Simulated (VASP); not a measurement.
The system is K3Rh.

```xyz
8
Lattice="7.1025 0.0000 0.0000 -3.5512 6.1509 0.0000 0.0000 0.0000 5.7008" Properties=species:S:1:pos:R:3 pbc="T T T"
K     3.5512    4.0965    1.4252
K    -1.7721    5.1237    4.2756
K     1.7792    1.0272    1.4252
K     0.0000    2.0544    4.2756
K     5.3233    1.0272    1.4252
K     1.7721    5.1237    4.2756
Rh    0.0000    4.1006    1.4252
Rh    3.5512    2.0503    4.2756
```

| Item | Value |
| --- | --- |
| Program | VASP 6.6.1 |
| Task | relaxation of cell and atoms |
| Functional | PBE |
| Potentials or basis | VASP PAW PBE potentials, release 64 (K_sv, Rh_pv) |
| Cutoff | 600 eV |
| k mesh | 3 × 3 × 4 |
| Occupations | gaussian, width 0.1 eV |
| Spin | no spin polarisation |

At the start: pressure 2.2 GPa; volume 31.13 Å³/atom.

**Question.** How do energy, volume and symmetry change on relaxing?

**Answer.** Over 9 steps the energy falls by 106.0 meV/atom and the volume is 37.75 Å³/atom (+21.3 %); space group P6_3/mmc (No. 194, to 0.1 Å) before and after.

The path:
```tsv
step	energy change (eV)	largest force (eV/Å)	pressure (GPa)	volume (Å³)
1	0.0000	0.8293	2.23	249.05
2	-0.3500	0.6317	1.29	265.01
3	-0.6687	0.2636	-0.30	301.44
4	-0.6721	0.2355	-0.38	304.85
5	-0.7198	0.1869	-0.27	300.94
6	-0.7995	0.0219	0.23	289.20
7	-0.8020	0.0201	0.36	286.45
8	-0.8281	0.0196	0.23	292.10
9	-0.8483	0.0113	0.03	302.01
```

Final structure:
```
CELL_PARAMETERS angstrom
7.89486 0.00000 0.00000
-3.94743 6.83715 0.00000
0.00000 0.00000 5.59494
ATOMIC_POSITIONS crystal
K 0.81197 0.62394 0.25000
K 0.18803 0.81197 0.75000
K 0.37606 0.18803 0.25000
K 0.18803 0.37606 0.75000
K 0.81197 0.18803 0.25000
K 0.62394 0.81197 0.75000
Rh 0.33333 0.66667 0.25000
Rh 0.66667 0.33333 0.75000
```

Caveat: the volume moved by over 15 % at a fixed basis, so the end points are rough.
